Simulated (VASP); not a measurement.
## Al2Pt: single point with PBEsol

Crystal: Al2Pt.

```xyz
3
Lattice="0.0000 2.8393 2.8393 2.8393 0.0000 2.8393 2.8393 2.8393 0.0000" Properties=species:S:1:pos:R:3 pbc="T T T"
Pt    0.0000    0.0000    0.0000
Al    4.2589    4.2589    4.2589
Al    1.4196    1.4196    1.4196
```

* Program: VASP 6.6.1
* Task: single point
* Functional: PBEsol
* Potentials or basis: VASP PAW PBE potentials, release 64 (Pt, Al)
* Cutoff: 520 eV
* k mesh: 8 × 8 × 8
* Occupations: fermi-dirac, width 0.05 eV
* Spin: no spin polarisation

| Property | Result |
| --- | --- |
| Pressure | 20.1 GPa |
| Band gap on the k mesh | zero (band 8 reaches 13.16 eV, above the bottom of band 9 at 7.45 eV) |

Levels at points of the mesh, in eV from the Fermi level:
```tsv
k point	band 6	band 7	band 8	band 9	band 10	band 11
(0.00, 0.00, 0.00)	-4.23	3.88	3.88	3.88	3.94	6.15
(0.50, 0.00, 0.00)	-3.94	-3.94	1.04	1.04	3.96	5.70
(0.50, 0.50, 0.00)	-3.81	-3.60	-1.83	-1.83	3.52	4.05
```

It took 21 s on 1 thread of Intel Xeon 8259CL (shared host), peak memory 0.18 GiB.

Caveat: the PAW data sets were made with another functional, which shifts forces and pressure a little; spin-orbit coupling is left out, which moves the levels of the heavy elements.
